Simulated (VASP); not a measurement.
# ZrSi4Pd (P6/mmm) in VASP: further runs

The runs below take ZrSi4Pd through single point, with PBE.

All numbers are computed with VASP 6.6.1; they aren't measurements. Logs are shortened: lines on timing, memory, paths and dates and some standing lists are left out, and cuts for length are marked.

### 1 The cell of the first run

The structure is hexagonal, space group P6/mmm (No. 191). The conventional cell has a = 4.391 Å, b = 4.391 Å, c = 5.669 Å, α = 90.00°, β = 90.00°, γ = 120.00°. Within 3.7 Å of Zr (site symmetry 6/mmm) lie 2 Pd at 2.83 Å and 12 Si at 3.00 Å. Within 3.3 Å of Si (site symmetry 3m) lie 5 Si at 2.47 to 3.20 Å and 3 Pd at 2.82 Å and 3 Zr at 3.00 Å. Pd (site symmetry 6/mmm) has 12 Si at 2.82 Å and 2 Zr at 2.83 Å within 3.7 Å.

The cell was generated, and may not be a known phase.

### 2 Single point, PBE

The input, INCAR:

```
PREC     = Accurate       # precision mode
ENCUT    = 500            # plane-wave cutoff, eV
EDIFF    = 1E-6           # SCF threshold, eV
ISMEAR   = 0              # smearing method
SIGMA    = 0.1            # smearing width, eV
LREAL    = F              # projectors in reciprocal space
LASPH    = T              # aspherical terms in the spheres
NELM     = 120            # most SCF steps
ALGO     = Normal         # electronic algorithm
ISIF     = 2              # what is computed and relaxed
LWAVE    = F              # write WAVECAR
LCHARG   = F              # write CHGCAR
GGA      = PE             # functional
NBANDS   = 28             # bands
GGA_COMPAT= F
```

The input, KPOINTS:

```
regular mesh
0
Gamma
  6 6 4
```

The input, POSCAR:

```
ZrSi4Pd
1.0
    4.3907343335      0.0000000000      0.0000000000
   -2.1953671668      3.8024874741      0.0000000000
    0.0000000000      0.0000000000      5.6690543432
Zr Si Pd
1 4 1
Direct
    0.0000000000      0.0000000000      0.0000000000
    0.3333333333      0.6666666667      0.7180897777
    0.3333333333      0.6666666667      0.2819102223
    0.6666666667      0.3333333333      0.2819102223
    0.6666666667      0.3333333333      0.7180897777
    0.0000000000      0.0000000000      0.5000000000
```

Potentials or basis: VASP PAW PBE potentials, release 64 (Zr_sv, Si, Pd).

On the command line:

```sh
$ cat potpaw_PBE.64/Zr_sv/POTCAR potpaw_PBE.64/Si/POTCAR potpaw_PBE.64/Pd/POTCAR > POTCAR
$ mpirun -np 1 vasp_std > vasp.out
```

OUTCAR:

```text
PREC = Accurate
   ENCUT = 500
   EDIFF = 1E-6
   ISMEAR = 0
   LREAL = F
   LASPH = T
   NELM = 120
   ISIF = 2
   GGA = PE

 ion  position               nearest neighbor table
   1  0.000  0.000  0.000-   6 2.83   6 2.83   4 3.00   5 3.00   2 3.00   3 3.00   4 3.00   5 3.00
                             2 3.00   3 3.00   4 3.00   5 3.00   2 3.00   3 3.00
   2  0.333  0.667  0.718-   3 2.47   5 2.53   5 2.53   5 2.53   6 2.82   6 2.82   6 2.82   1 3.00
                             1 3.00   1 3.00
   3  0.333  0.667  0.282-   2 2.47   4 2.53   4 2.53   4 2.53   6 2.82   6 2.82   6 2.82   1 3.00
                             1 3.00   1 3.00
   4  0.667  0.333  0.282-   5 2.47   3 2.53   3 2.53   3 2.53   6 2.82   6 2.82   6 2.82   1 3.00
                             1 3.00   1 3.00
   5  0.667  0.333  0.718-   4 2.47   2 2.53   2 2.53   2 2.53   6 2.82   6 2.82   6 2.82   1 3.00
                             1 3.00   1 3.00
   6  0.000  0.000  0.500-   2 2.82   3 2.82   4 2.82   5 2.82   4 2.82   5 2.82   2 2.82   3 2.82
                             4 2.82   5 2.82   2 2.82   3 2.82   1 2.83   1 2.83

  LATTYP: Found a hexagonal cell.
 ALAT       =     4.3907343335
 C/A-ratio  =     1.2911403680

  Lattice vectors:

 A1 = (   4.3907343335,   0.0000000000,   0.0000000000)
 A2 = (  -2.1953671668,   3.8024874741,   0.0000000000)
 A3 = (   0.0000000000,   0.0000000000,   5.6690543432)

Analysis of symmetry for initial positions (statically):
=====================================================================
 Subroutine PRICEL returns:
 Original cell was already a primitive cell.

 Routine SETGRP: Setting up the symmetry group for a
 hexagonal supercell.

 Subroutine GETGRP returns: Found 24 space group operations
 (whereof 24 operations were pure point group operations)
 out of a pool of 24 trial point group operations.

The static configuration has the point symmetry D_6h.

Analysis of symmetry for dynamics (positions and initial velocities):
=====================================================================
 Subroutine PRICEL returns:
 Original cell was already a primitive cell.

 Routine SETGRP: Setting up the symmetry group for a
 hexagonal supercell.

 Subroutine GETGRP returns: Found 24 space group operations
 (whereof 24 operations were pure point group operations)
 out of a pool of 24 trial point group operations.

The dynamic configuration has the point symmetry D_6h.

 Subroutine INISYM returns: Found 24 space group operations
 (whereof 24 operations are pure point group operations),
 and found     1 'primitive' translations

----------------------------------------------------------------------------------------

                                     Primitive cell

  volume of cell :      94.6489

  direct lattice vectors                    reciprocal lattice vectors
     4.390734334  0.000000000  0.000000000     0.227752336  0.131492872  0.000000000
    -2.195367167  3.802487474  0.000000000     0.000000000  0.262985745  0.000000000
     0.000000000  0.000000000  5.669054343     0.000000000  0.000000000  0.176396263

  length of vectors
     4.390734334  4.390734334  5.669054343     0.262985745  0.262985745  0.176396263

  position of ions in fractional coordinates (direct lattice)
     0.000000000  0.000000000  0.000000000
     0.333333333  0.666666667  0.718089778
     0.333333333  0.666666667  0.281910222
     0.666666667  0.333333333  0.281910222
     0.666666667  0.333333333  0.718089778
     0.000000000  0.000000000  0.500000000

  ion indices of the primitive-cell ions
   primitive index   ion index
                 1           1
                 2           2
                 3           3
                 4           4
                 5           5
                 6           6

----------------------------------------------------------------------------------------

 KPOINTS: regular mesh

Automatic generation of k-mesh.
 Grid dimensions read from file:
 generate k-points for:    6    6    4

 Generating k-lattice:

  Cartesian coordinates                     Fractional coordinates (reciprocal lattice)
     0.037958723  0.021915479  0.000000000     0.166666667  0.000000000  0.000000000
     0.000000000  0.043830957  0.000000000     0.000000000  0.166666667  0.000000000
     0.000000000  0.000000000  0.044099066     0.000000000  0.000000000  0.250000000

  Length of vectors
     0.043830957  0.043830957  0.044099066

  Shift w.r.t. Gamma in fractional coordinates (k-lattice)
     0.000000000  0.000000000  0.000000000

 Subroutine IBZKPT returns following result:
 ===========================================

 Found     21 irreducible k-points:

 Following reciprocal coordinates:
            Coordinates               Weight
  0.000000  0.000000  0.000000      1.000000
  0.166667  0.000000  0.000000      6.000000
  0.333333  0.000000  0.000000      6.000000
  0.500000  0.000000  0.000000      3.000000
[... 74 lines left out ...]
 cond. band min:      10.4474515930   @ k =   0.1667   0.0000   0.0000
 fundamental gap:      0.0151291555
 Fermi energy:        10.4409478591

 k-point     1 :       0.0000    0.0000    0.0000
  band No.  band energies     occupation
      1     -39.2899      2.00000
      2     -17.3547      2.00000
      3     -17.3285      2.00000
      4     -17.3285      2.00000
      5      -2.6145      2.00000
      6       1.1984      2.00000
[... 20 lines left out ...]
     27      14.2773      0.00000
     28      16.2209      0.00000

 k-point     2 :       0.1667    0.0000    0.0000
  band No.  band energies     occupation
      1     -39.2895      2.00000
      2     -17.3527      2.00000
      3     -17.3388      2.00000
      4     -17.3309      2.00000
      5      -2.3319      2.00000
      6       1.2963      2.00000
[... 20 lines left out ...]
     27      14.7773      0.00000
     28      15.4989      0.00000

 k-point     3 :       0.3333    0.0000    0.0000
  band No.  band energies     occupation
      1     -39.2888      2.00000
      2     -17.3594      2.00000
      3     -17.3489      2.00000
      4     -17.3357      2.00000
      5      -1.5327      2.00000
      6       1.4102      2.00000
[... 20 lines left out ...]
     27      14.5654      0.00000
     28      15.2226      0.00000

 k-point     4 :       0.5000    0.0000    0.0000
  band No.  band energies     occupation
      1     -39.2884      2.00000
      2     -17.3696      2.00000
      3     -17.3470      2.00000
      4     -17.3381      2.00000
      5      -0.6451      2.00000
      6       0.2467      2.00000
[... 20 lines left out ...]
     27      15.5680      0.00000
     28      15.9053      0.00000

 k-point     5 :       0.1667    0.1667    0.0000
  band No.  band energies     occupation
      1     -39.2890      2.00000
      2     -17.3523      2.00000
      3     -17.3499      2.00000
      4     -17.3365      2.00000
      5      -1.7900      2.00000
      6       1.4996      2.00000
[... 20 lines left out ...]
     27      14.6307      0.00000
     28      14.9232      0.00000

 k-point     6 :       0.3333    0.1667    0.0000
  band No.  band energies     occupation
      1     -39.2884      2.00000
      2     -17.3643      2.00000
      3     -17.3470      2.00000
      4     -17.3435      2.00000
      5      -0.8343      2.00000
      6       0.6692      2.00000
[... 370 lines left out ...]
      5      -0.4057      2.00000
      6       0.8103      2.00000
[... 20 lines left out ...]
     27      15.1351      0.00000
     28      15.9279      0.00000

 k-point    19 :       0.1667    0.1667    0.5000
  band No.  band energies     occupation
      1     -39.2885      2.00000
      2     -17.3637      2.00000
      3     -17.3525      2.00000
      4     -17.3368      2.00000
      5      -1.3150      2.00000
      6       0.1793      2.00000
[... 20 lines left out ...]
     27      13.7626      0.00000
     28      14.1356      0.00000

 k-point    20 :       0.3333    0.1667    0.5000
  band No.  band energies     occupation
      1     -39.2879      2.00000
      2     -17.3645      2.00000
      3     -17.3606      2.00000
      4     -17.3438      2.00000
      5      -0.4999      2.00000
      6       1.0254      2.00000
[... 20 lines left out ...]
     27      14.3075      0.00000
     28      15.1810      0.00000

 k-point    21 :       0.3333    0.3333    0.5000
  band No.  band energies     occupation
      1     -39.2877      2.00000
      2     -17.3596      2.00000
      3     -17.3573      2.00000
      4     -17.3573      2.00000
      5       0.2920      2.00000
      6       0.2920      2.00000
[... 20 lines left out ...]
     27      14.2802      0.00000
     28      14.2947      0.00000

------------------------ aborting loop because EDIFF is reached ----------------------------------------

  FORCE on cell =-STRESS in cart. coord.  units (eV):
  Direction    XX          YY          ZZ          XY          YZ          ZX
  --------------------------------------------------------------------------------------
  -------------------------------------------------------------------------------------
  Total       -0.2045705     -0.2045705     -0.0231028      0.0000000     -0.0000000      0.0000000
  in kB       -3.4628841     -3.4628841     -0.3910754      0.0000000     -0.0000000      0.0000000
  external PRESSURE =      -2.4389479 kB  Pullay stress =       0.0000000 kB

 VOLUME and BASIS-vectors are now :
 -----------------------------------------------------------------------------
  energy-cutoff  :      500.00
  volume of cell :       94.65
      direct lattice vectors                 reciprocal lattice vectors
     4.390734334  0.000000000  0.000000000     0.227752336  0.131492872  0.000000000
    -2.195367167  3.802487474  0.000000000     0.000000000  0.262985745  0.000000000
     0.000000000  0.000000000  5.669054343     0.000000000  0.000000000  0.176396263

 POSITION                                       TOTAL-FORCE (eV/Angst)
 -----------------------------------------------------------------------------------
      0.00000      0.00000      0.00000        -0.000000     -0.000000      0.000000
     -0.00000      2.53499      4.07089         0.000000     -0.000000     -0.032266
     -0.00000      2.53499      1.59816         0.000000      0.000000      0.032266
      2.19537      1.26750      1.59816        -0.000000      0.000000      0.032266
      2.19537      1.26750      4.07089        -0.000000      0.000000     -0.032266
      0.00000      0.00000      2.83453        -0.000000     -0.000000      0.000000
 -----------------------------------------------------------------------------------
    total drift:                               -0.000000     -0.000000      0.000000

  FREE ENERGIE OF THE ION-ELECTRON SYSTEM (eV)
  ---------------------------------------------------
  free  energy   TOTEN  =       -36.0691326232 eV

  energy  without entropy=      -36.0489310737  energy(sigma->0) =      -36.05903185
```

It took 26 s on 1 thread of Intel Xeon 6975P-C (Granite Rapids), shared host; peak memory 0.22 GiB.

What came out:

| Quantity | Value |
| --- | --- |
| Free energy | -36.0691 eV |
| Pressure | -0.2 GPa |
| Largest force | 0.032 eV/Å |
| Band gap on the k mesh | zero (bands 19 and 20 overlap by 1.34 eV) |

Forces on the atoms (eV/Å):
```
Zr   0.000  0.000  0.000
Si   0.000  0.000 -0.032
Si   0.000  0.000  0.032
Si   0.000  0.000  0.032
Si   0.000  0.000 -0.032
Pd   0.000  0.000  0.000
```

Levels at points of the mesh, in eV from the Fermi level:
```tsv
k point	band 15	band 16	band 17	band 18	band 19	band 20	band 21	band 22	band 23	band 24
(0.00, 0.00, 0.00)	-2.39	-1.61	-1.61	-1.00	-1.00	-0.22	-0.06	0.13	0.13	1.52
(0.50, 0.00, 0.00)	-3.82	-2.63	-1.25	-1.15	0.14	0.47	0.73	2.01	2.38	2.61
(0.00, 0.00, 0.50)	-2.82	-2.56	-2.40	-2.40	-1.80	-0.79	-0.79	1.88	2.57	2.57
(0.50, 0.00, 0.50)	-2.87	-2.82	-1.58	-1.36	0.19	0.34	0.35	0.89	1.16	1.49
```

### 3 Single point, PBE

This run uses another cell than the first one, of 15.74 Å³/atom.

The input, INCAR:

```
PREC = Accurate ; ENCUT = 500
EDIFF = 1E-6 ; ISMEAR = 0
SIGMA = 0.1 ; LREAL = F
LASPH = T ; NELM = 120
ALGO = Normal ; ISIF = 2
LWAVE = F ; LCHARG = F
GGA = PE ; NBANDS = 28
GGA_COMPAT = F
```

The input, KPOINTS:

```
regular mesh
0
Gamma
  12 12 8
```

The input, POSCAR:

```
ZrSi4Pd
1.0
    4.3585139992      0.0000000000      0.0000000000
   -2.1792569996      3.7745838460      0.0000000000
    0.0000000000      0.0000000000      5.7389538051
Zr Si Pd
1 4 1
Direct
    0.0000000000      0.0000000000      0.0000000000
    0.3333333333      0.6666666667      0.7144231573
    0.3333333333      0.6666666667      0.2855768427
    0.6666666667      0.3333333333      0.2855768427
    0.6666666667      0.3333333333      0.7144231573
    0.0000000000      0.0000000000      0.5000000000
```

Potentials or basis: VASP PAW PBE potentials, release 64 (Zr_sv, Si, Pd).

On the command line:

```sh
$ cat potpaw_PBE.64/Zr_sv/POTCAR potpaw_PBE.64/Si/POTCAR potpaw_PBE.64/Pd/POTCAR > POTCAR
$ mpirun -np 1 vasp_std > vasp.out
```

Wall time 1.9 min (1 thread of Intel Xeon 6975P-C (Granite Rapids), shared host); peak memory 0.36 GiB.

The run converged. Its results:

```yaml
Free_energy: -36.0909 eV
Pressure: 0.0 GPa
Largest_force: 0.007 eV/Å
Band_gap_on_the_k_mesh: zero (bands 19 and 20 overlap by 1.44 eV)
```

Forces in eV/Å, atoms in the order of the input:
```
Zr   0.000  0.000  0.000
Si   0.000  0.000 -0.007
Si   0.000  0.000  0.007
Si   0.000  0.000  0.007
Si   0.000  0.000 -0.007
Pd   0.000  0.000  0.000
```

Levels at points of the mesh, in eV from the Fermi level:
```tsv
k point	band 16	band 17	band 18	band 19	band 20	band 21	band 22	band 23
(0.00, 0.00, 0.00)	-1.69	-1.69	-1.00	-1.00	-0.06	-0.02	0.04	0.04
(0.50, 0.00, 0.00)	-2.68	-1.33	-1.09	0.06	0.51	0.79	1.88	2.39
(0.00, 0.00, 0.50)	-2.41	-2.41	-2.32	-1.92	-0.81	-0.81	1.77	2.39
(0.50, 0.00, 0.50)	-2.88	-1.54	-1.38	0.08	0.39	0.41	0.76	1.13
```

### 4 Single point, PBE

This run uses another cell than the first one, of 15.74 Å³/atom.

The input, INCAR:

```
SYSTEM = ZrSi4Pd
PREC = Accurate ; ENCUT = 500
EDIFF = 1E-6 ; ISMEAR = 0
SIGMA = 0.1 ; LREAL = .FALSE.
LASPH = .TRUE. ; NELM = 120
ALGO = Normal ; ISIF = 2
LWAVE = .FALSE. ; LCHARG = .FALSE.
GGA = PE ; NBANDS = 28
GGA_COMPAT = .FALSE.
```

The input, KPOINTS:

```
regular mesh
0
G
  12 12 8
  0 0 0
```

The input, POSCAR:

```
ZrSi4Pd
1.0
    4.3585140559      0.0000000000      0.0000000000
   -2.1792570280      3.7745838951      0.0000000000
    0.0000000000      0.0000000000      5.7389536765
Zr Si Pd
1 4 1
Direct
    0.0000000000      0.0000000000      0.0000000000
    0.3333333333      0.6666666667      0.7144231608
    0.3333333333      0.6666666667      0.2855768392
    0.6666666667      0.3333333333      0.2855768392
    0.6666666667      0.3333333333      0.7144231608
    0.0000000000      0.0000000000      0.5000000000
```

On the command line:

```sh
$ cat potpaw_PBE.64/Zr_sv/POTCAR potpaw_PBE.64/Si/POTCAR potpaw_PBE.64/Pd/POTCAR > POTCAR
$ mpirun -np 1 vasp_std > vasp.out
```

Run time: 1.7 min. Hardware: 1 thread of Intel Xeon 6975P-C (Granite Rapids), shared host; peak memory 0.37 GiB.

Results (log left out):

```
Free energy            : -36.0909 eV
Pressure               : 0.0 GPa
Largest force          : 0.007 eV/Å
Band gap on the k mesh : zero (bands 19 and 20 overlap by 1.44 eV)
```

Forces in eV/Å, atoms in the order of the input:
```
Zr   0.000  0.000  0.000
Si   0.000  0.000 -0.007
Si   0.000  0.000  0.007
Si   0.000  0.000  0.007
Si   0.000  0.000 -0.007
Pd   0.000  0.000  0.000
```

Levels at points of the mesh, in eV from the Fermi level:
| k point | band 15 | band 16 | band 17 | band 18 | band 19 | band 20 | band 21 | band 22 | band 23 | band 24 |
| --- | --- | --- | --- | --- | --- | --- | --- | --- | --- | --- |
| (0.00, 0.00, 0.00) | -2.38 | -1.69 | -1.69 | -1.00 | -1.00 | -0.06 | -0.02 | 0.04 | 0.04 | 1.44 |
| (0.50, 0.00, 0.00) | -3.88 | -2.68 | -1.33 | -1.09 | 0.06 | 0.51 | 0.79 | 1.88 | 2.39 | 2.52 |
| (0.00, 0.00, 0.50) | -2.92 | -2.41 | -2.41 | -2.32 | -1.92 | -0.81 | -0.81 | 1.77 | 2.39 | 2.39 |
| (0.50, 0.00, 0.50) | -3.03 | -2.88 | -1.54 | -1.38 | 0.08 | 0.39 | 0.41 | 0.76 | 1.13 | 1.36 |

### 5 Single point, PBE, collinear spin

The input, INCAR:

```
SYSTEM = ZrSi4Pd
  ALGO = Normal
  EDIFF = 1E-6
  ENCUT = 500
  GGA = PE
  GGA_COMPAT = .FALSE.
  ISIF = 2
  ISMEAR = 0
  ISPIN = 2
  LASPH = .TRUE.
  LCHARG = .FALSE.
  LMAXMIX = 4
  LORBIT = 11
  LREAL = .FALSE.
  LWAVE = .FALSE.
  MAGMOM = 1 0 0 0 0 1
  NBANDS = 32
  NELM = 200
  PREC = Accurate
  SIGMA = 0.1
```

The input, KPOINTS:

```
k-points
0
G
  6 6 4
  0 0 0
```

The input, POSCAR:

```
ZrSi4Pd
1.0
    4.3907343335      0.0000000000      0.0000000000
   -2.1953671668      3.8024874741      0.0000000000
    0.0000000000      0.0000000000      5.6690543432
Zr Si Pd
1 4 1
Direct
    0.0000000000      0.0000000000      0.0000000000
    0.3333333333      0.6666666667      0.7180897777
    0.3333333333      0.6666666667      0.2819102223
    0.6666666667      0.3333333333      0.2819102223
    0.6666666667      0.3333333333      0.7180897777
    0.0000000000      0.0000000000      0.5000000000
```

On the command line:

```sh
$ cat potpaw_PBE.64/Zr_sv/POTCAR potpaw_PBE.64/Si/POTCAR potpaw_PBE.64/Pd/POTCAR > POTCAR
$ mpirun -np 1 vasp_std > vasp.out
```

Wall time 49 s (1 thread of Intel Xeon 6975P-C (Granite Rapids), shared host); peak memory 0.29 GiB.

It converged, with:

- Free energy: -36.0691 eV
- Pressure: -0.2 GPa
- Largest force: 0.032 eV/Å
- Band gap on the k mesh: zero (filled and empty bands overlap)
- Net moment: 0.00 μB per cell
- Valence electrons inside the program's atomic spheres: Zr 9.74; Si 1.59; Pd 9.59

Forces in eV/Å, atoms in the order of the input:
```
Zr   0.000  0.000  0.000
Si   0.000  0.000 -0.032
Si   0.000  0.000  0.032
Si   0.000  0.000  0.032
Si   0.000  0.000 -0.032
Pd   0.000  0.000  0.000
```

Stress tensor (GPa, compression positive):
```
-0.35  0.00  0.00
 0.00 -0.35  0.00
 0.00  0.00 -0.04
```

Levels at points of the mesh, in eV from the Fermi level:
Spin up:
```csv
k point,band 17,band 18,band 19,band 20,band 21,band 22
"(0.00, 0.00, 0.00)",-1.61,-1.00,-1.00,-0.22,-0.06,0.13
"(0.50, 0.00, 0.00)",-1.25,-1.15,0.14,0.47,0.73,2.01
"(0.00, 0.00, 0.50)",-2.40,-2.40,-1.80,-0.79,-0.79,1.88
"(0.50, 0.00, 0.50)",-1.58,-1.36,0.19,0.34,0.35,0.89
```
Spin down:
```csv
k point,band 17,band 18,band 19,band 20,band 21,band 22
"(0.00, 0.00, 0.00)",-1.61,-1.00,-1.00,-0.22,-0.06,0.13
"(0.50, 0.00, 0.00)",-1.25,-1.15,0.14,0.47,0.73,2.01
"(0.00, 0.00, 0.50)",-2.40,-2.40,-1.80,-0.79,-0.79,1.87
"(0.50, 0.00, 0.50)",-1.58,-1.36,0.19,0.34,0.35,0.89
```

### 6 Overview

| spin | cell | k mesh | gap on the mesh (eV) | pressure (GPa) | largest force (eV/Å) |
| --- | --- | --- | --- | --- | --- |
| off | a = 4.391, b = 4.391, c = 5.669 Å, angles 90.0, 90.0, 120.0°, 6 atoms, atomic positions A | 6 × 6 × 4 | none | -0.2 | 0.03 |
| off | a = 4.359, b = 4.359, c = 5.739 Å, angles 90.0, 90.0, 120.0°, 6 atoms, atomic positions B | 12 × 12 × 8 | none | 0.0 | 0.01 |
| collinear | a = 4.391, b = 4.391, c = 5.669 Å, angles 90.0, 90.0, 120.0°, 6 atoms, atomic positions A | 6 × 6 × 4 | none | -0.2 | 0.03 |

Alike in all rows: task single point; level PBE; potentials or basis VASP PAW PBE potentials, release 64 (Zr_sv, Si, Pd); cutoff (eV) 500; smearing gaussian 0.1 eV.

Total energies depend on the potentials used, so only differences within one code and one set of settings carry meaning.
